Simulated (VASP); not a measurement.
Write the native input for VASP 6.6.1 that does the following.

| Quantity | Value |
| --- | --- |
| Task | relaxation of cell and atoms |
| Functional | LDA |
| Potentials or basis | VASP PAW LDA potentials, release 64 (Nb_sv) |
| Cutoff | 600 eV |
| k mesh | 24 × 24 × 24 |
| Occupations | fermi-dirac, width 0.08 eV |
| Spin | no spin polarisation |
| Dipole correction | no |
| Further INCAR settings | ALGO = Normal; EDIFF = 1e-06; IBRION = 2; EDIFFG = -0.002; NSW = 100; ISIF = 3 |

The structure of Nb lies in POSCAR:

```
Nb
1.0
   -1.6639500000      1.6639500000      1.6639500000
    1.6639500000     -1.6639500000      1.6639500000
    1.6639500000      1.6639500000     -1.6639500000
Nb
1
Direct
    0.0000000000      0.0000000000      0.0000000000
```

These files were run (other wordings do the same):

INCAR

```
SYSTEM = Nb
PREC = Accurate ; ENCUT = 600
EDIFF = 1E-6 ; ISMEAR = -1
SIGMA = 0.08 ; LREAL = .False.
LASPH = .True. ; NELM = 100
ALGO = Normal ; ISIF = 3
LWAVE = .False. ; LCHARG = .False.
GGA = CA ; IBRION = 2
NSW = 100 ; EDIFFG = -0.002
```

KPOINTS

```
Automatic mesh
0
Gamma
  24 24 24
  0 0 0
```

Potentials or basis: VASP PAW LDA potentials, release 64 (Nb_sv).

Run with:

```bash
$ cat potpaw_LDA.64/Nb_sv/POTCAR > POTCAR
$ mpirun -np 1 vasp_std > vasp.out
```

Results of the run:

* Relaxed volume: 17.12 Å³/atom
* Relaxed cell: a = 2.812 Å, b = 2.812 Å, c = 2.812 Å, α = 109.47°, β = 109.47°, γ = 109.47°
* Space group after relaxing (to 0.05 Å): Im-3m (No. 229)
* Energy gained by relaxing: 52.7 meV/atom
* Ionic steps: 7
* Pressure after relaxing: 0.0 GPa

Run time: 2.9 min on 1 thread of Intel(R) Xeon(R) Platinum 8488C (Sapphire Rapids), with other jobs on the host, peak memory 0.23 GiB.
